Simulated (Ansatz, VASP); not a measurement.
# One calculation of CuOs2, two programs

```
CELL_PARAMETERS angstrom
4.31949 0.00000 0.00000
-2.15974 3.74078 0.00000
0.00000 0.00000 2.65819
ATOMIC_POSITIONS crystal
Cu 0.00000 0.00000 0.00000
Os 0.33333 0.66667 0.50000
Os 0.66667 0.33333 0.50000
```

Alike in both runs: functional PBE; k mesh 6 × 6 × 6; occupations gaussian, width 0.1 eV; no spin polarisation.

Ansatz relaxed the structure, and its values are those at the end. VASP's run is a single point on that final structure, the one shown.

```csv
,VASP,Ansatz
version,VASP 6.6.1,Ansatz 0.2.0
potentials or method,"VASP PAW PBE potentials, release 64 (Cu_sv_GW, Os_sv_GW), cutoff 820 eV","scalar-relativistic, plane waves, PAW"
valence electrons in the cell,51,51
```

```csv
,VASP,Ansatz,Ansatz less VASP
gap on the k mesh at the Fermi level (eV),none,none,-
pressure (GPa),-0.3,0.0,+0.28
```

A gap of «none» marks a metal or a gap that the smearing closes.

The k mesh is coarse, so the values compare programs but aren't converged. Neither program's run includes spin-orbit coupling.
